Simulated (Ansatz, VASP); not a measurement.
Two plane-wave programs on MgO

```
Mg O
1.0
     2.09394    2.09394    0.00000
    -2.09394    2.09394    0.00000
     0.00000    2.09394    2.09394
Mg O
1 1
Cartesian
  0.0000 0.0000 0.0000
  0.0000 2.0939 0.0000
```

Alike in both runs: task single point; functional r2SCAN; k mesh 10 × 10 × 10; no spin polarisation.

```csv
,VASP,Ansatz
version,VASP 6.6.1,Ansatz 0.2.0
potentials or method,"VASP PAW PBE potentials, release 64 (Mg, O)","PAW with Ansatz's default frozen-core files, scalar-relativistic"
plane-wave cutoff (eV),520,500
occupations,"gaussian, width 0.01 eV",fixed
valence electrons in the cell,8,16
```

Ansatz gave:

```
gap on the k mesh at the Fermi level (eV) : 5.81
pressure (GPa)                            : 2.0
```

Problem. Estimate VASP's values.

Solution. gap on the k mesh at the Fermi level (eV): 5.78; pressure (GPa): 0.9.

VASP's potentials were made for PBE, not for r2SCAN. VASP's potentials hold 8 valence electrons a cell and Ansatz's 16, so a difference there can come from the potentials and not from the codes.
